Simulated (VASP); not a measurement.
# Fe (P6_3/mmc) in VASP: single point with PBEsol

Aim: the single point of Fe with PBEsol.

Program: VASP 6.6.1. These are calculated values, not measurements. Logs are shortened: lines on timing, memory, paths and dates and some standing lists are left out, and cuts for length are marked.

**1. The cell of the first run**

It takes space group P6_3/mmc (No. 194, hexagonal). The conventional cell has a = 2.216 Å, b = 2.216 Å, c = 3.523 Å, α = 90.00°, β = 90.00°, γ = 120.00°. Within 2.9 Å of Fe (site symmetry -6m2) lie 12 Fe at 2.18 to 2.22 Å.

This isn't the form of Fe at room conditions, which is bcc.

**2. Single point, PBEsol, collinear spin, ferromagnetic start**

File INCAR:

```
PREC = Accurate
ENCUT = 690
EDIFF = 1E-6
ISMEAR = -1
SIGMA = 0.08
LREAL = F
LASPH = T
NELM = 200
ALGO = Normal
ISIF = 2
LWAVE = F
LCHARG = T
ISPIN = 2
MAGMOM = 2.5 2.5
LORBIT = 11
LMAXMIX = 4
GGA = PS
LELF = T
LVHAR = T
NBANDS = 27
GGA_COMPAT = F
```

File KPOINTS:

```
regular mesh
0
Gamma
  20 20 11
```

File POSCAR:

```
Fe
1.0
    2.2164554731      0.0000000000      0.0000000000
   -1.1082277366      1.9195067461      0.0000000000
    0.0000000000      0.0000000000      3.5234411569
Fe
2
Direct
    0.3333333333      0.6666666667      0.2500000000
    0.6666666667      0.3333333333      0.7500000000
```

Potentials or basis: VASP PAW PBE potentials, release 64 (Fe_sv).

The run is started by

```bash
> cat potpaw_PBE.64/Fe_sv/POTCAR > POTCAR
> mpirun -np 1 vasp_std > vasp.out
```

OUTCAR:

```text
PREC = Accurate
   ENCUT = 690
   EDIFF = 1E-6
   ISMEAR = -1
   LREAL = F
   LASPH = T
   NELM = 200
   ISIF = 2
   ISPIN = 2
   LORBIT = 11
   GGA = PS

 ion  position               nearest neighbor table
   1  0.333  0.667  0.250-   2 2.18   2 2.18   2 2.18   2 2.18   2 2.18   2 2.18
   2  0.667  0.333  0.750-   1 2.18   1 2.18   1 2.18   1 2.18   1 2.18   1 2.18

  LATTYP: Found a hexagonal cell.
 ALAT       =     2.2164554731
 C/A-ratio  =     1.5896737831

  Lattice vectors:

 A1 = (   2.2164554731,   0.0000000000,   0.0000000000)
 A2 = (  -1.1082277366,   1.9195067461,   0.0000000000)
 A3 = (   0.0000000000,   0.0000000000,   3.5234411569)

Analysis of symmetry for initial positions (statically):
=====================================================================
 Subroutine PRICEL returns:
 Original cell was already a primitive cell.

 Routine SETGRP: Setting up the symmetry group for a
 hexagonal supercell.

 Subroutine GETGRP returns: Found 24 space group operations
 (whereof 12 operations were pure point group operations)
 out of a pool of 24 trial point group operations.

The static configuration has the point symmetry D_3d.
 The point group associated with its full space group is D_6h.

Analysis of symmetry for dynamics (positions and initial velocities):
=====================================================================
 Subroutine PRICEL returns:
 Original cell was already a primitive cell.

 Routine SETGRP: Setting up the symmetry group for a
 hexagonal supercell.

 Subroutine GETGRP returns: Found 24 space group operations
 (whereof 12 operations were pure point group operations)
 out of a pool of 24 trial point group operations.

The dynamic configuration has the point symmetry D_3d.
 The point group associated with its full space group is D_6h.

Analysis of structural, dynamic, and magnetic symmetry:
=====================================================================
 Subroutine PRICEL returns:
 Original cell was already a primitive cell.

 Routine SETGRP: Setting up the symmetry group for a
 hexagonal supercell.

 Subroutine GETGRP returns: Found 24 space group operations
 (whereof 12 operations were pure point group operations)
 out of a pool of 24 trial point group operations.

The overall configuration has the point symmetry D_3d.
 The point group associated with its full space group is D_6h.

 Subroutine INISYM returns: Found 24 space group operations
 (whereof 12 operations are pure point group operations),
 and found     1 'primitive' translations

----------------------------------------------------------------------------------------

                                     Primitive cell

  volume of cell :      14.9905

  direct lattice vectors                    reciprocal lattice vectors
     2.216455473  0.000000000  0.000000000     0.451170805  0.260483586  0.000000000
    -1.108227737  1.919506746  0.000000000     0.000000000  0.520967171  0.000000000
     0.000000000  0.000000000  3.523441157     0.000000000  0.000000000  0.283813453

  length of vectors
     2.216455473  2.216455473  3.523441157     0.520967171  0.520967171  0.283813453

  position of ions in fractional coordinates (direct lattice)
     0.333333333  0.666666667  0.250000000
     0.666666667  0.333333333  0.750000000

  ion indices of the primitive-cell ions
   primitive index   ion index
                 1           1
                 2           2

----------------------------------------------------------------------------------------

 KPOINTS: regular mesh

Automatic generation of k-mesh.
 Grid dimensions read from file:
 generate k-points for:   20   20   11

 Generating k-lattice:

  Cartesian coordinates                     Fractional coordinates (reciprocal lattice)
     0.022558540  0.013024179  0.000000000     0.050000000  0.000000000  0.000000000
     0.000000000  0.026048359  0.000000000     0.000000000  0.050000000  0.000000000
     0.000000000  0.000000000  0.025801223     0.000000000  0.000000000  0.090909091

  Length of vectors
     0.026048359  0.026048359  0.025801223

  Shift w.r.t. Gamma in fractional coordinates (k-lattice)
     0.000000000  0.000000000  0.000000000

 Subroutine IBZKPT returns following result:
 ===========================================

 Found    264 irreducible k-points:

 Following reciprocal coordinates:
            Coordinates               Weight
  0.000000  0.000000  0.000000      1.000000
  0.050000 -0.000000  0.000000      6.000000
  0.100000  0.000000  0.000000      6.000000
  0.150000 -0.000000  0.000000      6.000000
  0.200000  0.000000  0.000000      6.000000
  0.250000  0.000000  0.000000      6.000000
[... 16 lines left out ...]
  0.200000  0.100000  0.000000     12.000000
  0.250000  0.100000  0.000000     12.000000
 [... further k-points ...]
   k-points           NKPTS =    264   k-points in BZ     NKDIM =    264   number of bands    NBANDS=     27
   number of dos      NEDOS =    301   number of ions     NIONS =      2
   total plane-waves  NPLWV =  12000
   dimension x,y,z NGX =    20 NGY =   20 NGZ =   30
   dimension x,y,z NGXF=    40 NGYF=   40 NGZF=   60
   ions per type =               2
   NGX,Y,Z   is equivalent  to a cutoff of  15.00, 15.00, 14.15 a.u.
   NGXF,Y,Z  is equivalent  to a cutoff of  30.00, 30.00, 28.31 a.u.
 SYSTEM =  unknown system
   PREC   = accura    normal or accurate (medium, high low for compatibility)
   ISTART =      0    job   : 0-new  1-cont  2-samecut
   ICHARG =      2    charge: 1-file 2-atom 10-const
   ISPIN  =      2    spin polarized calculation?
   LNONCOLLINEAR =      F non collinear calculations
   LSORBIT =      F    spin-orbit coupling
   LASPH  =      T    aspherical Exc in radial PAW
   ENCUT  =  690.0 eV  50.71 Ry    7.12 a.u.   4.75  4.75  7.55*2*pi/ulx,y,z
   NELM   =    200;   NELMIN=  2; NELMDL= -5     # of ELM steps
   EDIFF  = 0.1E-05   stopping-criterion for ELM
   LREAL  =      F    real-space projection
   EDIFFG = 0.1E-04   stopping-criterion for IOM
   NSW    =      0    number of steps for IOM
   IBRION =     -1    ionic relax: 0-MD 1-quasi-New 2-CG
   NFREE  =      0    steps in history (QN), initial steepest desc. (CG)
   ISIF   =      2    stress and relaxation
   ISYM   =      2    0-nonsym 1-usesym 2-fastsym
   POTIM  = 0.5000    time-step for ionic-motion
   TEBEG  =    0.0;   TEEND  =   0.0 temperature during run
   PSTRESS=    0.0 pullay stress
   NELECT =      32.0000    total number of electrons
   NUPDOWN=      -1.0000    fix difference up-down
   EMIN   =  10.00;   EMAX   =-10.00  energy-range for DOS
   EFERMI =   0.00;   METHOD = LEGACY
   ISMEAR =    -1;   SIGMA  =   0.08  broadening in eV -4-tet -1-fermi 0-gaus
   EFERMI_NEDOS =   21; number of points for ismear=-14 and -15
   IALGO  =     38    algorithm
   IMIX   =      4    mixing-type and parameters
     AMIX     =   0.40;   BMIX     =  1.00
     AMIX_MAG =   1.60;   BMIX_MAG =  1.00
  volume/ion in A,a.u.               =       7.50        50.58
  Fermi-wavevector in a.u.,A,eV,Ry     =   2.107914  3.983380 60.454798  4.443302
  Thomas-Fermi vector in A             =   3.095853
   LORBIT       =     11    0 simple, 1 ext, 2 COOP (PROOUT), +10 PAW based schemes
   GGA     = PS    functional components
   LHFCALC =     F    Hartree Fock is set to
   AEXX    =    0.0000 exact exchange contribution
   IVDW    =     0    specifies the selected vdW correction
   LEPSILON=     F    determine dielectric tensor
   LRPA    =     F    only Hartree local field effects (RPA)
 spin polarized calculation
  energy-cutoff  :      690.00
  volume of cell :       14.99
 maximum number of plane-waves:       640
 NGX is ok and might be reduce to    20
   NGX =  9   NGY =  9   NGZ = 15

 number of electron      32.0000023 magnetization      -0.0027492

 number of electron      32.0000023 magnetization       0.0010232

 Free energy of the ion-electron system (eV)
  ---------------------------------------------------
  ext. energy  EPLUGINS =         0.00000000
  ---------------------------------------------------
  free energy    TOTEN  =       -16.37675426 eV

  energy without entropy =      -16.34226154  energy(sigma->0) =      -16.35950790

 E-fermi :  20.2035     XC(G=0): -16.7445

 val. band max:       20.1975303570   @ k =   0.3000   0.2000   0.2727
 cond. band min:      20.2051557719   @ k =   0.4000   0.0500   0.4545
 fundamental gap:      0.0076254149
 Fermi energy:        20.2035187494

 spin component 1

 k-point     1 :       0.0000    0.0000    0.0000
  band No.  band energies     occupation
      1     -67.4843      1.00000
      2     -67.0327      1.00000
      3     -34.3852      1.00000
      4     -32.9274      1.00000
      5     -32.9274      1.00000
      6     -32.6915      1.00000
[... 19 lines left out ...]
     26      52.5054      0.00000
     27      53.0797      0.00000

 k-point     2 :       0.0500   -0.0000    0.0000
  band No.  band energies     occupation
      1     -67.4759      1.00000
      2     -67.0292      1.00000
      3     -34.3715      1.00000
      4     -32.9565      1.00000
      5     -32.9371      1.00000
      6     -32.7212      1.00000
[... 19 lines left out ...]
     26      51.2982      0.00000
     27      53.3881      0.00000

 k-point     3 :       0.1000    0.0000    0.0000
  band No.  band energies     occupation
      1     -67.4515      1.00000
      2     -67.0192      1.00000
      3     -34.3310      1.00000
      4     -33.0406      1.00000
      5     -32.9647      1.00000
      6     -32.8071      1.00000
[... 594 lines left out ...]
      1     -67.2871      1.00000
      2     -66.9627      1.00000
      3     -34.0437      1.00000
      4     -33.5243      1.00000
      5     -33.3811      1.00000
      6     -33.0925      1.00000
[... 19 lines left out ...]
     26      47.7223      0.00000
     27      51.4443      0.00000

 k-point    24 :       0.2500    0.1000    0.0000
  band No.  band energies     occupation
      1     -67.2285      1.00000
      2     -66.9487      1.00000
      3     -33.9326      1.00000
      4     -33.6994      1.00000
      5     -33.5078      1.00000
      6     -33.1730      1.00000
[... 19 lines left out ...]
     26      46.8894      0.00000
     27      51.5620      0.00000

 [... further k-points ...]

 spin component 2

 k-point     1 :       0.0000    0.0000    0.0000
  band No.  band energies     occupation
      1     -67.4836      1.00000
      2     -67.0320      1.00000
      3     -34.3847      1.00000
      4     -32.9269      1.00000
      5     -32.9269      1.00000
      6     -32.6909      1.00000
[... 19 lines left out ...]
     26      52.5067      0.00000
     27      53.0801      0.00000

 k-point     2 :       0.0500   -0.0000    0.0000
  band No.  band energies     occupation
      1     -67.4753      1.00000
      2     -67.0285      1.00000
      3     -34.3710      1.00000
      4     -32.9559      1.00000
      5     -32.9365      1.00000
      6     -32.7206      1.00000
[... 19 lines left out ...]
     26      51.2985      0.00000
     27      53.3884      0.00000

 k-point     3 :       0.1000    0.0000    0.0000
  band No.  band energies     occupation
      1     -67.4509      1.00000
      2     -67.0185      1.00000
      3     -34.3305      1.00000
      4     -33.0400      1.00000
      5     -32.9641      1.00000
      6     -32.8065      1.00000
[... 594 lines left out ...]
      1     -67.2864      1.00000
      2     -66.9621      1.00000
      3     -34.0432      1.00000
      4     -33.5238      1.00000
      5     -33.3805      1.00000
      6     -33.0919      1.00000
[... 19 lines left out ...]
     26      47.7227      0.00000
     27      51.4447      0.00000

 k-point    24 :       0.2500    0.1000    0.0000
  band No.  band energies     occupation
      1     -67.2279      1.00000
      2     -66.9481      1.00000
      3     -33.9320      1.00000
      4     -33.6988      1.00000
      5     -33.5072      1.00000
      6     -33.1724      1.00000
[... 19 lines left out ...]
     26      46.8899      0.00000
     27      51.5624      0.00000

 [... further k-points ...]

------------------------ aborting loop because EDIFF is reached ----------------------------------------

  FORCE on cell =-STRESS in cart. coord.  units (eV):
  Direction    XX          YY          ZZ          XY          YZ          ZX
  --------------------------------------------------------------------------------------
  -------------------------------------------------------------------------------------
  Total       14.6728137     14.6728137     14.6616434     -0.0000000      0.0000000      0.0000000
  in kB     1568.2247681   1568.2247681   1567.0308910     -0.0000000      0.0000000      0.0000000
  external PRESSURE =    1567.8268091 kB  Pullay stress =       0.0000000 kB

 VOLUME and BASIS-vectors are now :
 -----------------------------------------------------------------------------
  energy-cutoff  :      690.00
  volume of cell :       14.99
      direct lattice vectors                 reciprocal lattice vectors
     2.216455473  0.000000000  0.000000000     0.451170805  0.260483586  0.000000000
    -1.108227737  1.919506746  0.000000000     0.000000000  0.520967171  0.000000000
     0.000000000  0.000000000  3.523441157     0.000000000  0.000000000  0.283813453

 POSITION                                       TOTAL-FORCE (eV/Angst)
 -----------------------------------------------------------------------------------
     -0.00000      1.27967      0.88086        -0.000000     -0.000000      0.000000
      1.10823      0.63984      2.64258         0.000000      0.000000      0.000000
 -----------------------------------------------------------------------------------
    total drift:                               -0.000000      0.000000     -0.000000

  FREE ENERGIE OF THE ION-ELECTRON SYSTEM (eV)
  ---------------------------------------------------
  free  energy   TOTEN  =       -16.3767542644 eV

  energy  without entropy=      -16.3422615439  energy(sigma->0) =      -16.35950790

 total charge

# of ion       s       p       d       tot
------------------------------------------
    1        2.281   6.131   5.739  14.152
    2        2.281   6.131   5.739  14.152
--------------------------------------------------
tot          4.563  12.263  11.477  28.303

 magnetization (x)

# of ion       s       p       d       tot
------------------------------------------
    1       -0.000  -0.000   0.000   0.000
    2       -0.000  -0.000   0.000   0.000
--------------------------------------------------
tot         -0.000  -0.000   0.000   0.000
```

It took 2.5 min on 1 thread of Intel Xeon Platinum 8488C (Sapphire Rapids), shared host; peak memory 0.31 GiB.

Results:

```yaml
Free_energy: -16.3768 eV
Pressure: 156.8 GPa
Band_gap_on_the_k_mesh: zero (filled and empty bands overlap)
Net_moment: 0.00 μB per cell
Valence_electrons_inside_the_program's_atomic_spheres: Fe 14.15
```

Caveat: the cell stands under pressure; the moments typed at the start vanished in this run; the PAW data sets were made with another functional, which shifts forces and pressure a little.
